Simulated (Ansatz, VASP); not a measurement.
# TaN in VASP and in Ansatz

File INCAR:

```
SYSTEM = TaN
  PREC = Accurate
  ENCUT = 520
  EDIFF = 1E-6
  ISMEAR = 1
  SIGMA = 0.1
  LREAL = .False.
  LASPH = .True.
  NELM = 60
  ALGO = Normal
  ISIF = 2
  LWAVE = .False.
  LCHARG = .False.
  GGA = PE
  NBANDS = 15
```

File KPOINTS:

```
regular mesh
0
Gamma
  8 8 8
  0 0 0
```

POSCAR

```
TaN
1.0
   -0.0378528787      2.1663485923      2.1843785425
    2.0539218366     -0.0117795674      2.1583052312
    2.0851537169      2.1715171780     -0.0430214644
Ta N
1 1
Direct
    0.4307400000      0.4978200000      0.5115900000
    0.0127400000      0.9279800000      0.0779100000
```

Input for Ansatz:

```yaml
crystal:
  lattice:
    - [-0.0378528786517322, 2.1663485923269072, 2.184378542465335]
    - [2.0539218365748453, -0.011779567423772709, 2.1583052312373754]
    - [2.085153716870188, 2.1715171780332563, -0.043021464358081456]
  atoms:
    - { symbol: Ta, position: [0.43074, 0.49782, 0.51159] }
    - { symbol: "N", position: [0.01274, 0.92798, 0.07791] }
basis:
  ecutwfc: 540.0
  xc_grid: 2
kpoints:
  mp_grid:
    grid: [8, 8, 8]
hamiltonian:
  xc: pbe
scf:
  convergence:
    dr2_threshold: 1.0e-09
  occupations:
    method: cold
    width: 0.1
output:
  forces: true
  stress: true
```

Alike in both runs: task single point; functional PBE; k mesh 8 × 8 × 8; no spin polarisation.

```csv
,VASP,Ansatz
version,VASP 6.6.1,Ansatz 0.2.0
potentials or method,"VASP PAW PBE potentials, release 64 (Ta_pv, N), cutoff 520 eV","plane waves, PAW"
occupations,"methfessel-paxton of order 1, width 0.1 eV","cold, width 0.1 eV"
valence electrons in the cell,16,18
```

|  | VASP | Ansatz | Ansatz less VASP |
| --- | --- | --- | --- |
| rms of the force components (eV/Å) | 2.912 | 2.845 | -0.0673 |

Atom by atom the forces differ by 0.068 eV/Å (rms over components). VASP's potentials hold 16 valence electrons a cell and Ansatz's 18, so a difference there can come from the potentials and not from the codes. Ansatz's warnings: stress scf threshold loose.

Neither program's run includes spin-orbit coupling.
